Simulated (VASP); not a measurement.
# Y (Cmcm) in VASP: a series of runs

Y is run at these levels: PBE; tasks: single point.

All numbers are computed with VASP 6.6.1; they aren't measurements. Logs are shortened: lines on timing, memory, paths and dates and some standing lists are left out, and cuts for length are marked.

### 1 The cell of the first run

The structure is orthorhombic, space group Cmcm (No. 63). Conventional cell: a = 3.651 Å, b = 6.325 Å, c = 5.747 Å, α = 90.00°, β = 90.00°, γ = 90.00°. Y (site symmetry m2m) has 12 Y at 3.51 to 3.69 Å within 4.6 Å.

### 2 Single point, PBE (atom 1 (Y) moved by (-0.200, +0.000) A along y and z)

Input file INCAR:

```
SYSTEM = Y
ALGO = Fast
EDIFF = 1E-7
ENCUT = 520
GGA = PE
ISIF = 2
ISMEAR = 0
LASPH = .True.
LCHARG = .False.
LREAL = .False.
LWAVE = .False.
NBANDS = 18
NELM = 100
PREC = Accurate
SIGMA = 0.15
```

Input file KPOINTS:

```
k-points
0
Gamma
  18 18 8
  0 0 0
```

Input file POSCAR:

```
Y
1.0
    3.6514992371      0.0000000000      0.0000000000
   -1.8257496185      3.1622911012      0.0000000000
    0.0000000000      0.0000000000      5.7474000000
Y
2
Direct
    0.3017106911      0.6034213823      0.2500000000
    0.6666666667      0.3333333333      0.7500000000
```

Potentials or basis: VASP PAW PBE potentials, release 64 (Y_sv).

Command:

```
cat potpaw_PBE.64/Y_sv/POTCAR > POTCAR
mpirun -np 1 vasp_std > vasp.out
```

OUTCAR:

```text
SYSTEM = Y
   EDIFF = 1E-7
   ENCUT = 520
   GGA = PE
   ISIF = 2
   ISMEAR = 0
   LASPH = .True.
   LREAL = .False.
   NELM = 100
   PREC = Accurate

 ion  position               nearest neighbor table
   1  0.302  0.603  0.250-   2 3.51   2 3.51   2 3.51   2 3.51   2 3.69   2 3.69
   2  0.667  0.333  0.750-   1 3.51   1 3.51   1 3.51   1 3.51   1 3.69   1 3.69

  LATTYP: Found a hexagonal cell.
 ALAT       =     3.6514992371
 C/A-ratio  =     1.5739836234

  Lattice vectors:

 A1 = (   3.6514992371,   0.0000000000,   0.0000000000)
 A2 = (  -1.8257496185,   3.1622911012,   0.0000000000)
 A3 = (   0.0000000000,   0.0000000000,   5.7474000000)

Analysis of symmetry for initial positions (statically):
=====================================================================
 Subroutine PRICEL returns:
 Original cell was already a primitive cell.

 Routine SETGRP: Setting up the symmetry group for a
 hexagonal supercell.

 Subroutine GETGRP returns: Found  8 space group operations
 (whereof  2 operations were pure point group operations)
 out of a pool of 24 trial point group operations.

The static configuration has the point symmetry C_1h.
 The point group associated with its full space group is D_2h.

Analysis of symmetry for dynamics (positions and initial velocities):
=====================================================================
 Subroutine PRICEL returns:
 Original cell was already a primitive cell.

 Routine SETGRP: Setting up the symmetry group for a
 hexagonal supercell.

 Subroutine GETGRP returns: Found  8 space group operations
 (whereof  2 operations were pure point group operations)
 out of a pool of 24 trial point group operations.

The dynamic configuration has the point symmetry C_1h.
 The point group associated with its full space group is D_2h.

 Subroutine INISYM returns: Found  8 space group operations
 (whereof  2 operations are pure point group operations),
 and found     1 'primitive' translations

----------------------------------------------------------------------------------------

                                     Primitive cell

  volume of cell :      66.3658

  direct lattice vectors                    reciprocal lattice vectors
     3.651499237  0.000000000  0.000000000     0.273860115  0.158113211  0.000000000
    -1.825749618  3.162291101  0.000000000     0.000000000  0.316226422  0.000000000
     0.000000000  0.000000000  5.747400000     0.000000000  0.000000000  0.173991718

  length of vectors
     3.651499237  3.651499237  5.747400000     0.316226422  0.316226422  0.173991718

  position of ions in fractional coordinates (direct lattice)
     0.301710691  0.603421382  0.250000000
     0.666666667  0.333333333  0.750000000

  ion indices of the primitive-cell ions
   primitive index   ion index
                 1           1
                 2           2

----------------------------------------------------------------------------------------

 KPOINTS: k-points

Automatic generation of k-mesh.
 Grid dimensions read from file:
 generate k-points for:   18   18    8

 Generating k-lattice:

  Cartesian coordinates                     Fractional coordinates (reciprocal lattice)
     0.015214451  0.008784067  0.000000000     0.055555556  0.000000000  0.000000000
     0.000000000  0.017568135  0.000000000     0.000000000  0.055555556  0.000000000
     0.000000000  0.000000000  0.021748965     0.000000000  0.000000000  0.125000000

  Length of vectors
     0.017568135  0.017568135  0.021748965

  Shift w.r.t. Gamma in fractional coordinates (k-lattice)
     0.000000000  0.000000000  0.000000000

 Subroutine IBZKPT returns following result:
 ===========================================

 Found    455 irreducible k-points:

 Following reciprocal coordinates:
            Coordinates               Weight
  0.000000  0.000000  0.000000      1.000000
  0.055556 -0.000000  0.000000      4.000000
  0.000000  0.055556  0.000000      2.000000
  0.111111 -0.000000  0.000000      4.000000
  0.000000  0.111111  0.000000      2.000000
  0.166667  0.000000  0.000000      4.000000
[... 16 lines left out ...]
 -0.055556  0.166667  0.000000      4.000000
 -0.166667  0.111111  0.000000      4.000000
 [... further k-points ...]
   k-points           NKPTS =    455   k-points in BZ     NKDIM =    455   number of bands    NBANDS=     18
   number of dos      NEDOS =    301   number of ions     NIONS =      2
   total plane-waves  NPLWV =  37632
   dimension x,y,z NGX =    28 NGY =   28 NGZ =   48
   dimension x,y,z NGXF=    56 NGYF=   56 NGZF=   96
   ions per type =               2
   NGX,Y,Z   is equivalent  to a cutoff of  12.75, 12.75, 13.88 a.u.
   NGXF,Y,Z  is equivalent  to a cutoff of  25.50, 25.50, 27.77 a.u.
 SYSTEM =  Y
   PREC   = accura    normal or accurate (medium, high low for compatibility)
   ISTART =      0    job   : 0-new  1-cont  2-samecut
   ICHARG =      2    charge: 1-file 2-atom 10-const
   ISPIN  =      1    spin polarized calculation?
   LNONCOLLINEAR =      F non collinear calculations
   LSORBIT =      F    spin-orbit coupling
   LASPH  =      T    aspherical Exc in radial PAW
   ENCUT  =  520.0 eV  38.22 Ry    6.18 a.u.   6.79  6.79 10.69*2*pi/ulx,y,z
   NELM   =    100;   NELMIN=  2; NELMDL= -5     # of ELM steps
   EDIFF  = 0.1E-06   stopping-criterion for ELM
   LREAL  =      F    real-space projection
   EDIFFG = 0.1E-05   stopping-criterion for IOM
   NSW    =      0    number of steps for IOM
   IBRION =     -1    ionic relax: 0-MD 1-quasi-New 2-CG
   NFREE  =      0    steps in history (QN), initial steepest desc. (CG)
   ISIF   =      2    stress and relaxation
   ISYM   =      2    0-nonsym 1-usesym 2-fastsym
   POTIM  = 0.5000    time-step for ionic-motion
   TEBEG  =    0.0;   TEEND  =   0.0 temperature during run
   PSTRESS=    0.0 pullay stress
   NELECT =      22.0000    total number of electrons
   NUPDOWN=      -1.0000    fix difference up-down
   EMIN   =  10.00;   EMAX   =-10.00  energy-range for DOS
   EFERMI =   0.00;   METHOD = LEGACY
   ISMEAR =     0;   SIGMA  =   0.15  broadening in eV -4-tet -1-fermi 0-gaus
   EFERMI_NEDOS =   21; number of points for ismear=-14 and -15
   IALGO  =     68    algorithm
   IMIX   =      4    mixing-type and parameters
     AMIX     =   0.40;   BMIX     =  1.00
     AMIX_MAG =   1.60;   BMIX_MAG =  1.00
  volume/ion in A,a.u.               =      33.18       223.93
  Fermi-wavevector in a.u.,A,eV,Ry     =   1.133011  2.141081 17.465997  1.283715
  Thomas-Fermi vector in A             =   2.269713
   LORBIT       =      0    0 simple, 1 ext, 2 COOP (PROOUT), +10 PAW based schemes
   GGA     = PE    functional components
   LHFCALC =     F    Hartree Fock is set to
   AEXX    =    0.0000 exact exchange contribution
   IVDW    =     0    specifies the selected vdW correction
   LEPSILON=     F    determine dielectric tensor
   LRPA    =     F    only Hartree local field effects (RPA)
 non-spin polarized calculation
 RMM-DIIS sequential band-by-band and
 Gauss-broadening in eV      SIGMA  =   0.15
  energy-cutoff  :      520.00
  volume of cell :       66.37
 maximum number of plane-waves:      1818
   NGX = 13   NGY = 13   NGZ = 21

 number of electron      22.0000001 magnetization

 Free energy of the ion-electron system (eV)
  ---------------------------------------------------
  ext. energy  EPLUGINS =         0.00000000
  ---------------------------------------------------
  free energy    TOTEN  =       -12.86377010 eV

  energy without entropy =      -12.81820400  energy(sigma->0) =      -12.84098705

 E-fermi :   2.9475     XC(G=0):  -9.3871

 val. band max:        2.9462098294   @ k =   0.2778  -0.0000   0.3750
 cond. band min:       2.9478266828   @ k =  -0.0556   0.4444   0.3750
 fundamental gap:      0.0016168534
 Fermi energy:         2.9474660334

 k-point     1 :       0.0000    0.0000    0.0000
  band No.  band energies     occupation
      1     -39.7669      2.00000
      2     -39.6962      2.00000
      3     -20.0347      2.00000
      4     -19.5874      2.00000
      5     -19.5445      2.00000
      6     -19.4948      2.00000
[... 10 lines left out ...]
     17       5.4441      0.00000
     18       6.0831      0.00000

 k-point     2 :       0.0556   -0.0000    0.0000
  band No.  band energies     occupation
      1     -39.7654      2.00000
      2     -39.6957      2.00000
      3     -20.0290      2.00000
      4     -19.5964      2.00000
      5     -19.5502      2.00000
      6     -19.4995      2.00000
[... 10 lines left out ...]
     17       5.4323      0.00000
     18       5.9913      0.00000

 k-point     3 :       0.0000    0.0556    0.0000
  band No.  band energies     occupation
      1     -39.7655      2.00000
      2     -39.6955      2.00000
      3     -20.0301      2.00000
      4     -19.5907      2.00000
      5     -19.5561      2.00000
      6     -19.5054      2.00000
[... 10 lines left out ...]
     17       5.4797      0.00000
     18       5.9628      0.00000

 k-point     4 :       0.1111   -0.0000    0.0000
  band No.  band energies     occupation
      1     -39.7609      2.00000
      2     -39.6943      2.00000
      3     -20.0125      2.00000
      4     -19.6239      2.00000
      5     -19.5648      2.00000
      6     -19.5256      2.00000
[... 10 lines left out ...]
     17       5.6065      0.00000
     18       5.7669      0.00000

 k-point     5 :       0.0000    0.1111    0.0000
  band No.  band energies     occupation
      1     -39.7615      2.00000
      2     -39.6937      2.00000
      3     -20.0167      2.00000
      4     -19.6000      2.00000
      5     -19.5900      2.00000
      6     -19.5356      2.00000
[... 10 lines left out ...]
     17       5.6475      0.00000
     18       5.7335      0.00000

 k-point     6 :       0.1667    0.0000    0.0000
  band No.  band energies     occupation
      1     -39.7540      2.00000
      2     -39.6922      2.00000
      3     -19.9859      2.00000
      4     -19.6685      2.00000
      5     -19.5845      2.00000
      6     -19.5740      2.00000
[... 10 lines left out ...]
     17       5.5227      0.00000
     18       5.8732      0.00000

 k-point     7 :       0.0000    0.1667    0.0000
  band No.  band energies     occupation
      1     -39.7553      2.00000
      2     -39.6909      2.00000
      3     -19.9957      2.00000
      4     -19.6420      2.00000
      5     -19.6142      2.00000
      6     -19.5808      2.00000
[... 10 lines left out ...]
     17       5.5758      0.00000
     18       5.9198      0.00000

 k-point     8 :       0.2222    0.0000    0.0000
  band No.  band energies     occupation
      1     -39.7451      2.00000
      2     -39.6901      2.00000
      3     -19.9507      2.00000
      4     -19.7248      2.00000
      5     -19.6356      2.00000
      6     -19.6041      2.00000
[... 10 lines left out ...]
     17       5.8403      0.00000
     18       6.2226      0.00000
[... 229 lines left out ...]
     17       8.1412      0.00000
     18       8.4303      0.00000

 k-point    20 :       0.0556    0.0556    0.0000
  band No.  band energies     occupation
      1     -39.7627      2.00000
      2     -39.6944      2.00000
      3     -20.0201      2.00000
      4     -19.6050      2.00000
      5     -19.5709      2.00000
      6     -19.5223      2.00000
[... 10 lines left out ...]
     17       5.5555      0.00000
     18       5.7974      0.00000

 k-point    21 :      -0.1111    0.0556    0.0000
  band No.  band energies     occupation
      1     -39.7622      2.00000
      2     -39.6948      2.00000
      3     -20.0169      2.00000
      4     -19.6176      2.00000
      5     -19.5586      2.00000
      6     -19.5037      2.00000
[... 10 lines left out ...]
     17       5.5861      0.00000
     18       5.8833      0.00000

 k-point    22 :       0.1111    0.0556    0.0000
  band No.  band energies     occupation
      1     -39.7571      2.00000
      2     -39.6926      2.00000
      3     -19.9995      2.00000
      4     -19.6415      2.00000
      5     -19.5910      2.00000
      6     -19.5535      2.00000
[... 10 lines left out ...]
     17       5.5579      0.00000
     18       5.7277      0.00000

 k-point    23 :      -0.0556    0.1667    0.0000
  band No.  band energies     occupation
      1     -39.7576      2.00000
      2     -39.6921      2.00000
      3     -20.0028      2.00000
      4     -19.6246      2.00000
      5     -19.6092      2.00000
      6     -19.5570      2.00000
[... 10 lines left out ...]
     17       5.5799      0.00000
     18       5.7933      0.00000

 k-point    24 :      -0.1667    0.1111    0.0000
  band No.  band energies     occupation
      1     -39.7564      2.00000
      2     -39.6933      2.00000
      3     -19.9944      2.00000
      4     -19.6530      2.00000
      5     -19.5829      2.00000
      6     -19.5398      2.00000
[... 10 lines left out ...]
     17       5.6750      0.00000
     18       5.8490      0.00000

 [... further k-points ...]

------------------------ aborting loop because EDIFF is reached ----------------------------------------

  FORCE on cell =-STRESS in cart. coord.  units (eV):
  Direction    XX          YY          ZZ          XY          YZ          ZX
  --------------------------------------------------------------------------------------
  -------------------------------------------------------------------------------------
  Total        0.1317250     -0.4175080     -0.2906259     -0.0000000     -0.0000000      0.0000000
  in kB        3.1800522    -10.0793111     -7.0161756     -0.0000000     -0.0000000      0.0000000
  external PRESSURE =      -4.6384782 kB  Pullay stress =       0.0000000 kB

 VOLUME and BASIS-vectors are now :
 -----------------------------------------------------------------------------
  energy-cutoff  :      520.00
  volume of cell :       66.37
      direct lattice vectors                 reciprocal lattice vectors
     3.651499237  0.000000000  0.000000000     0.273860115  0.158113211  0.000000000
    -1.825749618  3.162291101  0.000000000     0.000000000  0.316226422  0.000000000
     0.000000000  0.000000000  5.747400000     0.000000000  0.000000000  0.173991718

 POSITION                                       TOTAL-FORCE (eV/Angst)
 -----------------------------------------------------------------------------------
     -0.00000      1.90819      1.43685         0.000000      0.215182      0.000000
      1.82575      1.05410      4.31055        -0.000000     -0.215182      0.000000
 -----------------------------------------------------------------------------------
    total drift:                                0.000000      0.000001      0.000000

  FREE ENERGIE OF THE ION-ELECTRON SYSTEM (eV)
  ---------------------------------------------------
  free  energy   TOTEN  =       -12.8637700972 eV

  energy  without entropy=      -12.8182039951  energy(sigma->0) =      -12.84098705
```

Run time: 6.4 min. Hardware: 1 thread of Intel Xeon 6975P-C (Granite Rapids), shared host; peak memory 0.6 GiB.

Results:

```
Free energy            : -12.8638 eV
Pressure               : -0.5 GPa
Largest force          : 0.215 eV/Å
Band gap on the k mesh : zero (bands 11 and 12 overlap by 1.39 eV)
```

Forces in eV/Å, atoms in the order of the input:
```
Y    0.000  0.215  0.000
Y    0.000 -0.215  0.000
```

Stress tensor (GPa, compression positive):
```
 0.32  0.00  0.00
 0.00 -1.01  0.00
 0.00  0.00 -0.70
```

Caveat: the cell differs from its parent crystal (atom 1 (Y) moved by (-0.200, +0.000) A along y and z).

(Continued in part 2 of 2.)
